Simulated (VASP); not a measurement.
The system is CdSe.

```xyz
2
Lattice="0.0000 3.0703 3.0703 3.0703 0.0000 3.0703 3.0703 3.0703 0.0000" Properties=species:S:1:pos:R:3 pbc="T T T"
Cd    0.0000    0.0000    0.0000
Se    1.5351    1.5351    1.5351
```

| Property | Result |
| --- | --- |
| Program | VASP 6.6.1 |
| Task | relaxation of cell and atoms |
| Functional | PBEsol-based screened hybrid with 25 % exact exchange |
| Potentials or basis | VASP PAW PBE potentials, release 64 (Cd, Se) |
| Cutoff | 500 eV |
| k mesh | 4 × 4 × 4 |
| Occupations | fermi-dirac, width 0.05 eV |
| Spin | no spin polarisation |

At the start: pressure -1.5 GPa; volume 28.94 Å³/atom.

Task: Where does the relaxation end?

Result: Over 3 steps the energy falls by 3.9 meV/atom and the volume is 28.13 Å³/atom (-2.8 %); space group F-43m (No. 216, to 0.1 Å) before and after.

Step by step:
| step | energy change (eV) | largest force (eV/Å) | pressure (GPa) | volume (Å³) |
| --- | --- | --- | --- | --- |
| 1 | 0.0000 | 0.0000 | -1.49 | 57.88 |
| 2 | -0.0066 | 0.0000 | 0.61 | 55.66 |
| 3 | -0.0077 | 0.0000 | 0.00 | 56.26 |

Final structure:
```
Cd Se
1.0
     0.00000    3.04126    3.04126
     3.04126    0.00000    3.04126
     3.04126    3.04126    0.00000
Cd Se
1 1
Direct
  0.00000 0.00000 0.00000
  0.25000 0.25000 0.25000
```

Caveat: the k points lie up to 0.45 Å⁻¹ apart in the final cell; the PAW data sets were made with another functional, which shifts forces and pressure a little.
